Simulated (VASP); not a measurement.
# CoPdO2 (R-3m) in VASP: a series of runs

CoPdO2 is run at these levels: PBE; tasks: single point.

All numbers are computed with VASP 6.6.1; they aren't measurements. Logs are shortened: lines on timing, memory, paths and dates and some standing lists are left out, and cuts for length are marked.

## 1. The cell of the first run

Symmetry: R-3m, No. 166, trigonal system. Conventional cell: a = 2.863 Å, b = 2.863 Å, c = 17.873 Å, α = 90.00°, β = 90.00°, γ = 120.00°. Within 2.7 Å of Pd (site symmetry -3m) lie 2 O at 2.01 Å. Co (site symmetry -3m) has 6 O at 1.92 Å within 2.5 Å. O (site symmetry 3m) has 3 Co at 1.92 Å and 1 Pd at 2.01 Å and 3 O at 2.55 Å within 2.6 Å.

## 2. Single point, PBE, collinear spin, ferromagnetic start

File INCAR:

```
SYSTEM = CoPdO2
PREC = Accurate
ENCUT = 700
EDIFF = 1E-6
ISMEAR = -1
SIGMA = 0.05
LREAL = .False.
LASPH = .True.
NELM = 200
ALGO = Normal
ISIF = 2
LWAVE = .False.
LCHARG = .False.
ISPIN = 2
MAGMOM = 0 1 0 0
LORBIT = 11
NUPDOWN = 1.0
LMAXMIX = 4
GGA = PE
NBANDS = 36
GGA_COMPAT = .False.
```

File KPOINTS:

```
regular mesh
0
Gamma
  9 9 9
  0 0 0
```

File POSCAR:

```
CoPdO2
1.0
    1.4316899074      0.8265865534      5.9577715763
   -1.4316899074      0.8265865534      5.9577715763
    0.0000000000     -1.6531731068      5.9577715763
Pd Co O
1 1 2
Direct
    0.0000000000      0.0000000000      0.0000000000
    0.5000000000      0.5000000000      0.5000000000
    0.1124760000      0.1124760000      0.1124760000
    0.8875240000      0.8875240000      0.8875240000
```

Potentials or basis: VASP PAW PBE potentials, release 64 (Pd_sv_GW, Co_sv, O).

Started as:

```bash
cat potpaw_PBE.64/Pd_sv_GW/POTCAR potpaw_PBE.64/Co_sv/POTCAR potpaw_PBE.64/O/POTCAR > POTCAR
mpirun -np 1 vasp_std > vasp.out
```

OUTCAR:

```text
SYSTEM = CoPdO2
   PREC = Accurate
   ENCUT = 700
   EDIFF = 1E-6
   ISMEAR = -1
   LREAL = .False.
   LASPH = .True.
   NELM = 200
   ISIF = 2
   ISPIN = 2
   LORBIT = 11
   NUPDOWN = 1.0
   GGA = PE

 ion  position               nearest neighbor table
   1  0.000  0.000  0.000-   3 2.01   4 2.01
   2  0.500  0.500  0.500-   3 1.92   4 1.92   3 1.92   3 1.92   4 1.92   4 1.92
   3  0.112  0.112  0.112-   2 1.92   2 1.92   2 1.92   1 2.01
   4  0.888  0.888  0.888-   2 1.92   2 1.92   2 1.92   1 2.01

  LATTYP: Found a trigonal (rhomboedric) cell.
 ALAT       =     6.1828814865
 COS(alpha) =     0.8927626487

  Lattice vectors:

 A1 = (   1.4316899074,   0.8265865534,   5.9577715763)
 A2 = (  -1.4316899074,   0.8265865534,   5.9577715763)
 A3 = (   0.0000000000,  -1.6531731068,   5.9577715763)

Analysis of symmetry for initial positions (statically):
=====================================================================
 Subroutine PRICEL returns:
 Original cell was already a primitive cell.

 Routine SETGRP: Setting up the symmetry group for a
 trigonal (rhombohedral) supercell.

 Subroutine GETGRP returns: Found 12 space group operations
 (whereof 12 operations were pure point group operations)
 out of a pool of 12 trial point group operations.

The static configuration has the point symmetry D_3d.

Analysis of symmetry for dynamics (positions and initial velocities):
=====================================================================
 Subroutine PRICEL returns:
 Original cell was already a primitive cell.

 Routine SETGRP: Setting up the symmetry group for a
 trigonal (rhombohedral) supercell.

 Subroutine GETGRP returns: Found 12 space group operations
 (whereof 12 operations were pure point group operations)
 out of a pool of 12 trial point group operations.

The dynamic configuration has the point symmetry D_3d.

Analysis of structural, dynamic, and magnetic symmetry:
=====================================================================
 Subroutine PRICEL returns:
 Original cell was already a primitive cell.

 Routine SETGRP: Setting up the symmetry group for a
 trigonal (rhombohedral) supercell.

 Subroutine GETGRP returns: Found 12 space group operations
 (whereof 12 operations were pure point group operations)
 out of a pool of 12 trial point group operations.

The overall configuration has the point symmetry D_3d.

 Subroutine INISYM returns: Found 12 space group operations
 (whereof 12 operations are pure point group operations),
 and found     1 'primitive' translations

----------------------------------------------------------------------------------------

                                     Primitive cell

  volume of cell :      42.3031

  direct lattice vectors                    reciprocal lattice vectors
     1.431689907  0.826586553  5.957771576     0.349237637  0.201632444  0.055949331
    -1.431689907  0.826586553  5.957771576    -0.349237637  0.201632444  0.055949331
     0.000000000 -1.653173107  5.957771576     0.000000000 -0.403264887  0.055949331

  length of vectors
     6.182881487  6.182881487  6.182881487     0.407127618  0.407127618  0.407127618

  position of ions in fractional coordinates (direct lattice)
     0.000000000  0.000000000  0.000000000
     0.500000000  0.500000000  0.500000000
     0.112476000  0.112476000  0.112476000
     0.887524000  0.887524000  0.887524000

  ion indices of the primitive-cell ions
   primitive index   ion index
                 1           1
                 2           2
                 3           3
                 4           4

----------------------------------------------------------------------------------------

 KPOINTS: regular mesh

Automatic generation of k-mesh.
 Grid dimensions read from file:
 generate k-points for:    9    9    9

 Generating k-lattice:

  Cartesian coordinates                     Fractional coordinates (reciprocal lattice)
     0.038804182  0.022403605  0.006216592     0.111111111  0.000000000  0.000000000
    -0.038804182  0.022403605  0.006216592     0.000000000  0.111111111  0.000000000
     0.000000000 -0.044807210  0.006216592     0.000000000  0.000000000  0.111111111

  Length of vectors
     0.045236402  0.045236402  0.045236402

  Shift w.r.t. Gamma in fractional coordinates (k-lattice)
     0.000000000  0.000000000  0.000000000

 Subroutine IBZKPT returns following result:
 ===========================================

 Found     85 irreducible k-points:

 Following reciprocal coordinates:
            Coordinates               Weight
  0.000000  0.000000  0.000000      1.000000
  0.111111 -0.000000 -0.000000      6.000000
  0.222222 -0.000000 -0.000000      6.000000
  0.333333 -0.000000 -0.000000      6.000000
  0.444444 -0.000000 -0.000000      6.000000
  0.111111  0.111111 -0.000000      6.000000
[... 16 lines left out ...]
 -0.333333  0.333333  0.000000      6.000000
  0.444444  0.444444 -0.000000      6.000000
 [... further k-points ...]
   k-points           NKPTS =     85   k-points in BZ     NKDIM =     85   number of bands    NBANDS=     36
   number of dos      NEDOS =    301   number of ions     NIONS =      4
   total plane-waves  NPLWV = 157464
   dimension x,y,z NGX =    54 NGY =   54 NGZ =   54
   dimension x,y,z NGXF=   108 NGYF=  108 NGZF=  108
   ions per type =               1   1   2
   NGX,Y,Z   is equivalent  to a cutoff of  14.52, 14.52, 14.52 a.u.
   NGXF,Y,Z  is equivalent  to a cutoff of  29.04, 29.04, 29.04 a.u.
 SYSTEM =  CoPdO2
   PREC   = accura    normal or accurate (medium, high low for compatibility)
   ISTART =      0    job   : 0-new  1-cont  2-samecut
   ICHARG =      2    charge: 1-file 2-atom 10-const
   ISPIN  =      2    spin polarized calculation?
   LNONCOLLINEAR =      F non collinear calculations
   LSORBIT =      F    spin-orbit coupling
   LASPH  =      T    aspherical Exc in radial PAW
   ENCUT  =  700.0 eV  51.45 Ry    7.17 a.u.  13.34 13.34 13.34*2*pi/ulx,y,z
   NELM   =    200;   NELMIN=  2; NELMDL= -5     # of ELM steps
   EDIFF  = 0.1E-05   stopping-criterion for ELM
   LREAL  =      F    real-space projection
   EDIFFG = 0.1E-04   stopping-criterion for IOM
   NSW    =      0    number of steps for IOM
   IBRION =     -1    ionic relax: 0-MD 1-quasi-New 2-CG
   NFREE  =      0    steps in history (QN), initial steepest desc. (CG)
   ISIF   =      2    stress and relaxation
   ISYM   =      2    0-nonsym 1-usesym 2-fastsym
   POTIM  = 0.5000    time-step for ionic-motion
   TEBEG  =    0.0;   TEEND  =   0.0 temperature during run
   PSTRESS=    0.0 pullay stress
   NELECT =      47.0000    total number of electrons
   NUPDOWN=       1.0000    fix difference up-down
   EMIN   =  10.00;   EMAX   =-10.00  energy-range for DOS
   EFERMI =   0.00;   METHOD = LEGACY
   ISMEAR =    -1;   SIGMA  =   0.05  broadening in eV -4-tet -1-fermi 0-gaus
   EFERMI_NEDOS =   21; number of points for ismear=-14 and -15
   IALGO  =     38    algorithm
   IMIX   =      4    mixing-type and parameters
     AMIX     =   0.40;   BMIX     =  1.00
     AMIX_MAG =   1.60;   BMIX_MAG =  1.00
  volume/ion in A,a.u.               =      10.58        71.37
  Fermi-wavevector in a.u.,A,eV,Ry     =   1.695574  3.204170 39.116340  2.874970
  Thomas-Fermi vector in A             =   2.776593
   LORBIT       =     11    0 simple, 1 ext, 2 COOP (PROOUT), +10 PAW based schemes
   GGA     = PE    functional components
   LHFCALC =     F    Hartree Fock is set to
   AEXX    =    0.0000 exact exchange contribution
   IVDW    =     0    specifies the selected vdW correction
   LEPSILON=     F    determine dielectric tensor
   LRPA    =     F    only Hartree local field effects (RPA)
 spin polarized calculation
  energy-cutoff  :      700.00
  volume of cell :       42.30
 maximum number of plane-waves:      1796
 NGX is ok and might be reduce to    54
   NGX = 27   NGY = 27   NGZ = 27

 number of electron      46.9999986 magnetization       0.9999999

 Free energy of the ion-electron system (eV)
  ---------------------------------------------------
  ext. energy  EPLUGINS =         0.00000000
  ---------------------------------------------------
  free energy    TOTEN  =       -24.00503866 eV

  energy without entropy =      -23.97353337  energy(sigma->0) =      -23.98928601

 E-fermi :   7.0855     XC(G=0): -12.5485

 val. band max:        7.8548037661   @ k =  -0.4444   0.1111   0.1111
 cond. band min:       7.0855612423   @ k =   0.3333   0.3333   0.3333
 fundamental gap:     -0.7692425239
 Fermi energy:         7.8613314347

 spin component 1

 k-point     1 :       0.0000    0.0000    0.0000
  band No.  band energies     occupation
      1     -88.3833      1.00000
      2     -76.9859      1.00000
      3     -51.6879      1.00000
      4     -51.6139      1.00000
      5     -51.6139      1.00000
      6     -43.0078      1.00000
[... 901 lines left out ...]
     34      23.0065      0.00000
     35      24.5113      0.00000

 [... further k-points ...]

 spin component 2

 k-point     1 :       0.0000    0.0000    0.0000
  band No.  band energies     occupation
      1     -87.7256      1.00000
      2     -76.6791      1.00000
      3     -51.0491      1.00000
      4     -51.0491      1.00000
      5     -50.8955      1.00000
      6     -42.6468      1.00000
[... 901 lines left out ...]
     34      23.1148      0.00000
     35      24.5833      0.00000

 [... further k-points ...]

 [bands above 35 left out]

------------------------ aborting loop because EDIFF is reached ----------------------------------------

  FORCE on cell =-STRESS in cart. coord.  units (eV):
  Direction    XX          YY          ZZ          XY          YZ          ZX
  --------------------------------------------------------------------------------------
  -------------------------------------------------------------------------------------
  Total        0.1585720      0.1585720      1.5666073      0.0000000      0.0000000      0.0000000
  in kB        6.0057141      6.0057140     59.3332777      0.0000000      0.0000000      0.0000000
  external PRESSURE =      23.7815686 kB  Pullay stress =       0.0000000 kB

 VOLUME and BASIS-vectors are now :
 -----------------------------------------------------------------------------
  energy-cutoff  :      700.00
  volume of cell :       42.30
      direct lattice vectors                 reciprocal lattice vectors
     1.431689907  0.826586553  5.957771576     0.349237637  0.201632444  0.055949331
    -1.431689907  0.826586553  5.957771576    -0.349237637  0.201632444  0.055949331
     0.000000000 -1.653173107  5.957771576     0.000000000 -0.403264887  0.055949331

 POSITION                                       TOTAL-FORCE (eV/Angst)
 -----------------------------------------------------------------------------------
      0.00000      0.00000      0.00000        -0.000000      0.000000      0.000000
      0.00000      0.00000      8.93666         0.000000      0.000000      0.000000
      0.00000      0.00000      2.01032        -0.000000     -0.000000      0.250784
      0.00000      0.00000     15.86300        -0.000000     -0.000000     -0.250784
 -----------------------------------------------------------------------------------
    total drift:                                0.000000      0.000000     -0.000000

  FREE ENERGIE OF THE ION-ELECTRON SYSTEM (eV)
  ---------------------------------------------------
  free  energy   TOTEN  =       -24.0050386596 eV

  energy  without entropy=      -23.9735333685  energy(sigma->0) =      -23.98928601

 total charge

# of ion       s       p       d       f       tot
--------------------------------------------------
    1        2.149   6.074   7.394   0.019  15.635
    2        2.201   6.134   6.661   0.000  14.996
    3        1.562   3.430   0.000   0.000   4.992
    4        1.562   3.430   0.000   0.000   4.992
--------------------------------------------------
tot          7.475  19.067  14.055   0.019  40.616

 magnetization (x)

# of ion       s       p       d       f       tot
--------------------------------------------------
    1        0.005   0.002   0.356   0.000   0.363
    2        0.003   0.005   0.530   0.000   0.537
    3        0.009   0.022   0.000   0.000   0.031
    4        0.009   0.022   0.000   0.000   0.031
--------------------------------------------------
tot          0.025   0.051   0.886   0.000   0.963
```

Run time: 45 min. Hardware: 1 thread of Intel Xeon Platinum 8488C (Sapphire Rapids), shared host; peak memory 0.74 GiB.

What came out:

```yaml
Free_energy: -24.0050 eV
Pressure: 2.4 GPa
Largest_force: 0.251 eV/Å
Net_moment: 1.00 μB per cell
Site_moments: Pd +0.36; Co +0.54; O +0.03 μB
Valence_electrons_inside_the_program's_atomic_spheres: Pd 15.63; Co 15.00; O 4.99
```

Forces on the atoms (eV/Å):
```
Pd   0.000  0.000  0.000
Co   0.000  0.000  0.000
O    0.000  0.000  0.251
O    0.000  0.000 -0.251
```

Stress tensor (GPa, compression positive):
```
0.60 0.00 0.00
0.00 0.60 0.00
0.00 0.00 5.93
```

Caveat: the stress differs along the axes, from 1 to 6 GPa; the total moment is fixed, so each spin has its own Fermi level and the state may be an excited one; a cell with one magnetic atom can't hold antiferromagnetic order, which such compounds often take.

## 3. Single point, PBE, collinear spin, ferromagnetic start

File INCAR:

```
SYSTEM = CoPdO2
PREC = Accurate
ENCUT = 520
EDIFF = 1E-6
ISMEAR = -1
SIGMA = 0.05
LREAL = .FALSE.
LASPH = .TRUE.
NELM = 150
ALGO = Normal
ISIF = 2
LWAVE = .FALSE.
LCHARG = .TRUE.
ISPIN = 2
MAGMOM = 0 4 0 0
LORBIT = 11
NUPDOWN = 4.0
LMAXMIX = 4
GGA = PE
LELF = .TRUE.
LVHAR = .TRUE.
NBANDS = 28
```

File KPOINTS:

```
Automatic mesh
0
G
  9 9 9
  0 0 0
```

POSCAR is that of step 2.

Potentials or basis: VASP PAW PBE potentials, release 64 (Pd, Co, O).

Started as:

```bash
cat potpaw_PBE.64/Pd/POTCAR potpaw_PBE.64/Co/POTCAR potpaw_PBE.64/O/POTCAR > POTCAR
mpirun -np 1 vasp_std > vasp.out
```

Wall time 15 min (1 thread of AMD EPYC 7R13 (Zen 3), shared host); peak memory 0.48 GiB.

Results (log left out):

| Quantity | Value |
| --- | --- |
| Free energy | -23.9820 eV |
| Pressure | 19.5 GPa |
| Largest force | 2.273 eV/Å |
| Net moment | 4.00 μB per cell |
| Site moments | Pd +0.48; Co +2.71; O +0.34 μB |
| Valence electrons inside the program's atomic spheres | Pd 9.34; Co 8.21; O 5.04 |

Forces in eV/Å, atoms in the order of the input:
```
Pd   0.000  0.000  0.000
Co   0.000  0.000  0.000
O    0.000  0.000 -2.273
O    0.000  0.000  2.273
```

Stress tensor (GPa, compression positive):
```
19.01  0.00  0.00
 0.00 19.01  0.00
 0.00  0.00 20.42
```

Caveat: the cell stands under pressure; the total moment is fixed, so each spin has its own Fermi level and the state may be an excited one; a cell with one magnetic atom can't hold antiferromagnetic order, which such compounds often take; forces of over 1 eV/Å act on the atoms, so gaps and moduli don't describe the material at rest.
